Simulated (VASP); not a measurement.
Runs of VASP 6.6.1 on Nb. The structure is that of space group P6/mmm (No. 191), or close to it. The cells are those of the table. This isn't the form of Nb at room conditions, which is bcc.

```tsv
spin	cell	cutoff (eV)	smearing	gap on the mesh (eV)	pressure (GPa)	moment (μB)
off	a = 4.883, b = 4.883, c = 2.688 Å, angles 90.0, 90.0, 120.0°, 3 atoms	500	fermi-dirac 0.1 eV	none	(a)	-
collinear	a = 4.880, b = 4.880, c = 2.687 Å, angles 90.0, 90.0, 120.0°, 3 atoms	520	fermi-dirac 0.05 eV	none	-0.2	0.00
off	a = 4.749, b = 4.749, c = 2.614 Å, angles 90.0, 90.0, 120.0°, 3 atoms	500	fermi-dirac 0.1 eV	none	15.6	-
collinear	a = 4.944, b = 4.944, c = 2.722 Å, angles 90.0, 90.0, 120.0°, 3 atoms	520	fermi-dirac 0.05 eV	none	-6.2	0.00
off	a = 4.817, b = 4.817, c = 2.652 Å, angles 90.0, 90.0, 120.0°, 3 atoms	500	fermi-dirac 0.1 eV	none	6.9	-
off	a = 4.679, b = 4.679, c = 2.576 Å, angles 90.0, 90.0, 120.0°, 3 atoms	500	fermi-dirac 0.1 eV	none	26.3	-
off	a = 4.947, b = 4.947, c = 2.723 Å, angles 90.0, 90.0, 120.0°, 3 atoms	500	fermi-dirac 0.1 eV	none	-6.2	-
off	a = 5.071, b = 5.071, c = 2.791 Å, angles 90.0, 90.0, 120.0°, 3 atoms	500	fermi-dirac 0.1 eV	none	(b)	-
```

Alike in all rows: task single point; level PBE; potentials or basis VASP PAW PBE potentials, release 64 (Nb_sv); k mesh 9 × 9 × 13.

Task: Estimate the missing entries.

Result: (a) -0.3; (b) -15.1.

Caveats: the cell stands under pressure (at least some runs); the cell stands under tension (at least some runs).

A k mesh can miss the band edges, and the runs leave out spin-orbit coupling on Nb.

A gap of «none» marks levels without a gap at the run's occupations.
